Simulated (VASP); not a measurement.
Input of a VASP 6.6.1 run:

Contents of POSCAR:

```
Cu
1.0
    2.5305027365      0.0000000000      0.0000000000
   -1.2652513682      2.1914796541      0.0000000000
    0.0000000000      0.0000000000      4.1298555597
Cu
2
Direct
    0.3333333333      0.6666666667      0.2500000000
    0.6666666667      0.3333333333      0.7500000000
```

Contents of INCAR.step1:

```
SYSTEM = Cu
PREC     = Accurate       ! precision mode
ENCUT    = 520            ! plane-wave cutoff, eV
ISMEAR   = 0              ! smearing method
SIGMA    = 0.1            ! smearing width, eV
LREAL    = .FALSE.        ! projectors in reciprocal space
LASPH    = .TRUE.         ! aspherical terms in the spheres
NELM     = 100            ! most SCF steps
NBANDS   = 18             ! bands
GGA      = PE             ! functional
ALGO     = Normal         ! electronic algorithm
EDIFF    = 1E-4           ! SCF threshold, eV
LWAVE    = .TRUE.         ! write WAVECAR
LCHARG   = .FALSE.        ! write CHGCAR
```

INCAR.step2

```
SYSTEM = Cu
PREC     = Accurate       ! precision mode
ENCUT    = 520            ! plane-wave cutoff, eV
EDIFF    = 1E-6           ! SCF threshold, eV
ISMEAR   = 0              ! smearing method
SIGMA    = 0.1            ! smearing width, eV
LREAL    = .FALSE.        ! projectors in reciprocal space
LASPH    = .TRUE.         ! aspherical terms in the spheres
NELM     = 100            ! most SCF steps
ALGO     = Normal         ! electronic algorithm
ISIF     = 2              ! what is computed and relaxed
LWAVE    = .FALSE.        ! write WAVECAR
LCHARG   = .FALSE.        ! write CHGCAR
METAGGA  = R2SCAN         ! meta-GGA
LMIXTAU  = .TRUE.       
NBANDS   = 18             ! bands
ISTART   = 1
```

KPOINTS

```
Automatic mesh
0
G
  18 18 10
  0 0 0
```

Potentials or basis: VASP PAW PBE potentials, release 64 (Cu).

Command:

```sh
$ cat potpaw_PBE.64/Cu/POTCAR > POTCAR
$ cp INCAR.step1 INCAR
$ mpirun -np 1 vasp_std > vasp.out
$ cp INCAR.step2 INCAR
$ mpirun -np 1 vasp_std > vasp.out
```

Problem. What does it give for the band gap on the k mesh?

Solution. Zero (bands 11 and 12 overlap by 6.39 eV).

Problem. Predict the pressure.

Solution. 0.8 GPa.

Caveat: the PAW data sets were made with another functional, which shifts forces and pressure a little.
